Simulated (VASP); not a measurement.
Wanted: the native input for a VASP 6.6.1 run.

| Quantity | Value |
| --- | --- |
| Task | single point |
| Functional | LDA |
| Potentials or basis | VASP PAW LDA potentials, release 64 (Pd) |
| Cutoff | 520 eV |
| k mesh | 14 × 14 × 14 |
| Occupations | fermi-dirac, width 0.1 eV |
| Spin | no spin polarisation |
| Dipole correction | no |
| Further INCAR settings | ALGO = Normal; EDIFF = 1e-06; NBANDS = 11 |

The structure of Pd lies in POSCAR:

```
Pd
1.0
    2.6054380527      0.0000000000      0.0000000000
    0.0000000000      2.6054380527      0.0000000000
    0.0000000000      0.0000000000      2.6054380527
Pd
1
Direct
    0.0000000000      0.0000000000      0.0000000000
```

This cell differs from its parent crystal: volume scaled by 1.08.

The input as run:

INCAR

```
PREC = Accurate
ENCUT = 520
EDIFF = 1E-6
ISMEAR = -1
SIGMA = 0.1
LREAL = F
LASPH = T
NELM = 100
ALGO = Normal
ISIF = 2
LWAVE = F
LCHARG = F
GGA = CA
NBANDS = 11
```

KPOINTS

```
regular mesh
0
Gamma
  14 14 14
```

Potentials or basis: VASP PAW LDA potentials, release 64 (Pd).

Command:

```sh
$ cat potpaw_LDA.64/Pd/POTCAR > POTCAR
$ mpirun -np 1 vasp_std > vasp.out
```

Results of the run:

```
Pressure               : -10.2 GPa
Band gap on the k mesh : zero (band 5 reaches 8.27 eV, above the bottom of band 6 at 6.44 eV)
```

Run time: 13 s on 1 thread of Intel Xeon 8259CL, on a shared host, peak memory 0.14 GiB.
